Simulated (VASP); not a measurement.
# S (R-3) in VASP: single point with LDA

Aim: the single point of S with LDA.

Everything below comes from runs of VASP 6.6.1. Logs are shortened: lines on timing, memory, paths and dates and some standing lists are left out, and cuts for length are marked.

## (1) The cell of the first run

The structure is trigonal, space group R-3 (No. 148). Conventional cell: a = 10.211 Å, b = 10.211 Å, c = 4.042 Å, α = 90.00°, β = 90.00°, γ = 120.00°. S (site symmetry 1) has 2 S at 2.07 Å within 2.7 Å.

## (2) Single point, LDA

INCAR reads:

```
ALGO = Normal ; EDIFF = 1E-6
ENCUT = 520 ; ISIF = 2
ISMEAR = -1 ; LASPH = T
LCHARG = F ; LREAL = F
LWAVE = F ; NBANDS = 27
NELM = 80 ; PREC = Accurate
SIGMA = 0.05
```

KPOINTS reads:

```
k-points
0
Gamma
  5 5 5
```

POSCAR reads:

```
S
1.0
    5.1053805860      2.9475928557      1.3474983237
   -5.1053805860      2.9475928557      1.3474983237
    0.0000000000     -5.8951857113      1.3474983237
S
6
Direct
    0.5887737003      0.3444837756      0.2313645659
    0.2313645659      0.5887737003      0.3444837756
    0.3444837756      0.2313645659      0.5887737003
    0.4112262997      0.6555162244      0.7686354341
    0.7686354341      0.4112262997      0.6555162244
    0.6555162244      0.7686354341      0.4112262997
```

Potentials or basis: VASP PAW LDA potentials, release 64 (S).

Run with:

```
$ cat potpaw_LDA.64/S/POTCAR > POTCAR
$ mpirun -np 1 vasp_std > vasp.out
```

OUTCAR:

```text
EDIFF = 1E-6
   ENCUT = 520
   ISIF = 2
   ISMEAR = -1
   LASPH = T
   LREAL = F
   NELM = 80
   PREC = Accurate

 ion  position               nearest neighbor table
   1  0.589  0.344  0.231-   5 2.07   6 2.07
   2  0.231  0.589  0.344-   4 2.07   6 2.07
   3  0.344  0.231  0.589-   4 2.07   5 2.07
   4  0.411  0.656  0.769-   2 2.07   3 2.07
   5  0.769  0.411  0.656-   1 2.07   3 2.07
   6  0.656  0.769  0.411-   1 2.07   2 2.07

  LATTYP: Found a trigonal (rhomboedric) cell.
 ALAT       =     6.0472279851
 COS(alpha) =    -0.4255207933

  Lattice vectors:

 A1 = (   5.1053805860,   2.9475928557,   1.3474983237)
 A2 = (  -5.1053805860,   2.9475928557,   1.3474983237)
 A3 = (   0.0000000000,  -5.8951857113,   1.3474983237)

Analysis of symmetry for initial positions (statically):
=====================================================================
 Subroutine PRICEL returns:
 Original cell was already a primitive cell.

 Routine SETGRP: Setting up the symmetry group for a
 trigonal (rhombohedral) supercell.

 Subroutine GETGRP returns: Found  6 space group operations
 (whereof  6 operations were pure point group operations)
 out of a pool of 12 trial point group operations.

The static configuration has the point symmetry S_6 .

Analysis of symmetry for dynamics (positions and initial velocities):
=====================================================================
 Subroutine PRICEL returns:
 Original cell was already a primitive cell.

 Routine SETGRP: Setting up the symmetry group for a
 trigonal (rhombohedral) supercell.

 Subroutine GETGRP returns: Found  6 space group operations
 (whereof  6 operations were pure point group operations)
 out of a pool of 12 trial point group operations.

The dynamic configuration has the point symmetry S_6 .

 Subroutine INISYM returns: Found  6 space group operations
 (whereof  6 operations are pure point group operations),
 and found     1 'primitive' translations

----------------------------------------------------------------------------------------

                                     Primitive cell

  volume of cell :     121.6676

  direct lattice vectors                    reciprocal lattice vectors
     5.105380586  2.947592856  1.347498324     0.097935892  0.056543313  0.247371984
    -5.105380586  2.947592856  1.347498324    -0.097935892  0.056543313  0.247371984
     0.000000000 -5.895185711  1.347498324     0.000000000 -0.113086627  0.247371984

  length of vectors
     6.047227985  6.047227985  6.047227985     0.271995374  0.271995374  0.271995374

  position of ions in fractional coordinates (direct lattice)
     0.588773700  0.344483776  0.231364566
     0.231364566  0.588773700  0.344483776
     0.344483776  0.231364566  0.588773700
     0.411226300  0.655516224  0.768635434
     0.768635434  0.411226300  0.655516224
     0.655516224  0.768635434  0.411226300

  ion indices of the primitive-cell ions
   primitive index   ion index
                 1           1
                 2           2
                 3           3
                 4           4
                 5           5
                 6           6

----------------------------------------------------------------------------------------

 KPOINTS: k-points

Automatic generation of k-mesh.
 Grid dimensions read from file:
 generate k-points for:    5    5    5

 Generating k-lattice:

  Cartesian coordinates                     Fractional coordinates (reciprocal lattice)
     0.019587178  0.011308663  0.049474397     0.200000000 -0.000000000  0.000000000
    -0.019587178  0.011308663  0.049474397    -0.000000000  0.200000000  0.000000000
     0.000000000 -0.022617325  0.049474397     0.000000000  0.000000000  0.200000000

  Length of vectors
     0.054399075  0.054399075  0.054399075

  Shift w.r.t. Gamma in fractional coordinates (k-lattice)
     0.000000000  0.000000000  0.000000000

 Subroutine IBZKPT returns following result:
 ===========================================

 Found     23 irreducible k-points:

 Following reciprocal coordinates:
            Coordinates               Weight
  0.000000  0.000000  0.000000      1.000000
  0.200000 -0.000000  0.000000      6.000000
  0.400000  0.000000  0.000000      6.000000
  0.200000  0.200000  0.000000      6.000000
  0.400000  0.200000  0.000000      6.000000
 -0.400000 -0.000000 -0.200000      6.000000
[... 15 lines left out ...]
  0.400000  0.400000  0.400000      2.000000
 -0.400000  0.400000  0.400000      6.000000
   k-points           NKPTS =     23   k-points in BZ     NKDIM =     23   number of bands    NBANDS=     27
   number of dos      NEDOS =    301   number of ions     NIONS =      6
   total plane-waves  NPLWV = 110592
   dimension x,y,z NGX =    48 NGY =   48 NGZ =   48
   dimension x,y,z NGXF=    96 NGYF=   96 NGZF=   96
   ions per type =               6
   NGX,Y,Z   is equivalent  to a cutoff of  13.20, 13.20, 13.20 a.u.
   NGXF,Y,Z  is equivalent  to a cutoff of  26.39, 26.39, 26.39 a.u.
 SYSTEM =  unknown system
   PREC   = accura    normal or accurate (medium, high low for compatibility)
   ISTART =      0    job   : 0-new  1-cont  2-samecut
   ICHARG =      2    charge: 1-file 2-atom 10-const
   ISPIN  =      1    spin polarized calculation?
   LNONCOLLINEAR =      F non collinear calculations
   LSORBIT =      F    spin-orbit coupling
   LASPH  =      T    aspherical Exc in radial PAW
   ENCUT  =  520.0 eV  38.22 Ry    6.18 a.u.  11.24 11.24 11.24*2*pi/ulx,y,z
   NELM   =     80;   NELMIN=  2; NELMDL= -5     # of ELM steps
   EDIFF  = 0.1E-05   stopping-criterion for ELM
   LREAL  =      F    real-space projection
   EDIFFG = 0.1E-04   stopping-criterion for IOM
   NSW    =      0    number of steps for IOM
   IBRION =     -1    ionic relax: 0-MD 1-quasi-New 2-CG
   NFREE  =      0    steps in history (QN), initial steepest desc. (CG)
   ISIF   =      2    stress and relaxation
   ISYM   =      2    0-nonsym 1-usesym 2-fastsym
   POTIM  = 0.5000    time-step for ionic-motion
   TEBEG  =    0.0;   TEEND  =   0.0 temperature during run
   PSTRESS=    0.0 pullay stress
   NELECT =      36.0000    total number of electrons
   NUPDOWN=      -1.0000    fix difference up-down
   EMIN   =  10.00;   EMAX   =-10.00  energy-range for DOS
   EFERMI =   0.00;   METHOD = LEGACY
   ISMEAR =    -1;   SIGMA  =   0.05  broadening in eV -4-tet -1-fermi 0-gaus
   EFERMI_NEDOS =   21; number of points for ismear=-14 and -15
   IALGO  =     38    algorithm
   IMIX   =      4    mixing-type and parameters
     AMIX     =   0.40;   BMIX     =  1.00
     AMIX_MAG =   1.60;   BMIX_MAG =  1.00
  volume/ion in A,a.u.               =      20.28       136.84
  Fermi-wavevector in a.u.,A,eV,Ry     =   1.090898  2.061497 16.191715  1.190057
  Thomas-Fermi vector in A             =   2.227132
   LORBIT       =      0    0 simple, 1 ext, 2 COOP (PROOUT), +10 PAW based schemes
   GGA     = CA    functional components
   LHFCALC =     F    Hartree Fock is set to
   AEXX    =    0.0000 exact exchange contribution
   IVDW    =     0    specifies the selected vdW correction
   LEPSILON=     F    determine dielectric tensor
   LRPA    =     F    only Hartree local field effects (RPA)
 non-spin polarized calculation
  energy-cutoff  :      520.00
  volume of cell :      121.67
 maximum number of plane-waves:      3305
 NGX is ok and might be reduce to    48
   NGX = 23   NGY = 23   NGZ = 23

 number of electron      36.0000001 magnetization

 Free energy of the ion-electron system (eV)
  ---------------------------------------------------
  ext. energy  EPLUGINS =         0.00000000
  ---------------------------------------------------
  free energy    TOTEN  =       -27.85871329 eV

  energy without entropy =      -27.85871329  energy(sigma->0) =      -27.85871329

 E-fermi :   5.0819     XC(G=0):  -9.8488

 val. band max:        4.1341234325   @ k =  -0.4000   0.4000   0.4000
 cond. band min:       6.0544172786   @ k =  -0.2000   0.2000   0.2000
 fundamental gap:      1.9202938462
 Fermi energy:         5.0818638612

 k-point     1 :       0.0000    0.0000    0.0000
  band No.  band energies     occupation
      1     -12.8385      2.00000
      2     -10.5195      2.00000
      3     -10.5195      2.00000
      4      -7.6466      2.00000
      5      -7.6466      2.00000
      6      -4.9491      2.00000
[... 19 lines left out ...]
     26      10.8551      0.00000
     27      11.1936      0.00000

 k-point     2 :       0.2000   -0.0000    0.0000
  band No.  band energies     occupation
      1     -12.7070      2.00000
      2     -10.6133      2.00000
      3     -10.5272      2.00000
      4      -7.6233      2.00000
      5      -7.4638      2.00000
      6      -5.0312      2.00000
[... 19 lines left out ...]
     26      10.9512      0.00000
     27      11.2171      0.00000

 k-point     3 :       0.4000    0.0000    0.0000
  band No.  band energies     occupation
      1     -12.4582      2.00000
      2     -10.7858      2.00000
      3     -10.5401      2.00000
      4      -7.5822      2.00000
      5      -7.1461      2.00000
      6      -5.2996      2.00000
[... 19 lines left out ...]
     26      11.6820      0.00000
     27      11.9398      0.00000

 k-point     4 :       0.2000    0.2000    0.0000
  band No.  band energies     occupation
      1     -12.5044      2.00000
      2     -10.6498      2.00000
      3     -10.5778      2.00000
      4      -7.4661      2.00000
      5      -7.3178      2.00000
      6      -5.3265      2.00000
[... 19 lines left out ...]
     26      11.5836      0.00000
     27      11.9376      0.00000

 k-point     5 :       0.4000    0.2000    0.0000
  band No.  band energies     occupation
      1     -12.3769      2.00000
      2     -10.8880      2.00000
      3     -10.6168      2.00000
      4      -7.5040      2.00000
      5      -7.1566      2.00000
      6      -5.2266      2.00000
[... 19 lines left out ...]
     26      11.5694      0.00000
     27      12.4492      0.00000

 k-point     6 :      -0.4000   -0.0000   -0.2000
  band No.  band energies     occupation
      1     -12.3774      2.00000
      2     -10.8771      2.00000
      3     -10.6282      2.00000
      4      -7.5542      2.00000
      5      -7.0815      2.00000
      6      -5.2594      2.00000
[... 414 lines left out ...]
      1     -12.3875      2.00000
      2     -10.8248      2.00000
      3     -10.6306      2.00000
      4      -7.5065      2.00000
      5      -7.3931      2.00000
      6      -4.8954      2.00000
[... 19 lines left out ...]
     26      11.8228      0.00000
     27      12.3259      0.00000

 k-point    21 :      -0.4000   -0.4000    0.2000
  band No.  band energies     occupation
      1     -12.3016      2.00000
      2     -10.9313      2.00000
      3     -10.6801      2.00000
      4      -7.6351      2.00000
      5      -7.2933      2.00000
      6      -4.6729      2.00000
[... 19 lines left out ...]
     26      11.3675      0.00000
     27      12.2385      0.00000

 k-point    22 :       0.4000    0.4000    0.4000
  band No.  band energies     occupation
      1     -12.3012      2.00000
      2     -11.0058      2.00000
      3     -11.0058      2.00000
      4      -7.4418      2.00000
      5      -7.4418      2.00000
      6      -4.1263      2.00000
[... 19 lines left out ...]
     26      11.4014      0.00000
     27      11.4019      0.00000

 k-point    23 :      -0.4000    0.4000    0.4000
  band No.  band energies     occupation
      1     -12.2523      2.00000
      2     -10.8701      2.00000
      3     -10.8195      2.00000
      4      -7.5784      2.00000
      5      -7.4799      2.00000
      6      -4.3073      2.00000
[... 19 lines left out ...]
     26      11.4557      0.00000
     27      12.1845      0.00000

------------------------ aborting loop because EDIFF is reached ----------------------------------------

  FORCE on cell =-STRESS in cart. coord.  units (eV):
  Direction    XX          YY          ZZ          XY          YZ          ZX
  --------------------------------------------------------------------------------------
  -------------------------------------------------------------------------------------
  Total       -0.5056384     -0.5056384     -0.2800470      0.0000000     -0.0000000      0.0000000
  in kB       -6.6584867     -6.6584867     -3.6877915      0.0000003     -0.0000000      0.0000000
  external PRESSURE =      -5.6682549 kB  Pullay stress =       0.0000000 kB

 VOLUME and BASIS-vectors are now :
 -----------------------------------------------------------------------------
  energy-cutoff  :      520.00
  volume of cell :      121.67
      direct lattice vectors                 reciprocal lattice vectors
     5.105380586  2.947592856  1.347498324     0.097935892  0.056543313  0.247371984
    -5.105380586  2.947592856  1.347498324    -0.097935892  0.056543313  0.247371984
     0.000000000 -5.895185711  1.347498324     0.000000000 -0.113086627  0.247371984

 POSITION                                       TOTAL-FORCE (eV/Angst)
 -----------------------------------------------------------------------------------
      1.24719      1.38693      1.56933        -0.063921     -0.073927      0.085686
     -1.82471      0.38664      1.56933         0.095983     -0.018394      0.085686
      0.57752     -1.77356      1.56933        -0.032062      0.092321      0.085686
     -1.24719     -1.38693      2.47317         0.063921      0.073927     -0.085686
      1.82471     -0.38664      2.47317        -0.095983      0.018394     -0.085686
     -0.57752      1.77356      2.47317         0.032062     -0.092321     -0.085686
 -----------------------------------------------------------------------------------
    total drift:                               -0.000000     -0.000000     -0.000000

  FREE ENERGIE OF THE ION-ELECTRON SYSTEM (eV)
  ---------------------------------------------------
  free  energy   TOTEN  =       -27.8587132935 eV

  energy  without entropy=      -27.8587132907  energy(sigma->0) =      -27.85871329
```

Wall time 70 s (1 thread of AMD EPYC 7R43 (Zen 3), shared host); peak memory 0.22 GiB.

Results:

- Free energy: -27.8587 eV
- Pressure: -0.6 GPa
- Largest force: 0.130 eV/Å
- Band gap on the k mesh: 1.92 eV, indirect (least direct gap 1.95 eV)

Forces in eV/Å, atoms in the order of the input:
```
S   -0.064 -0.074  0.086
S    0.096 -0.018  0.086
S   -0.032  0.092  0.086
S    0.064  0.074 -0.086
S   -0.096  0.018 -0.086
S    0.032 -0.092 -0.086
```

Stress tensor (GPa, compression positive):
```
-0.67  0.00  0.00
 0.00 -0.67  0.00
 0.00  0.00 -0.37
```

A k mesh can miss the band edges. Expect the measured gap to be larger: semilocal functionals such as LDA lack the derivative discontinuity.
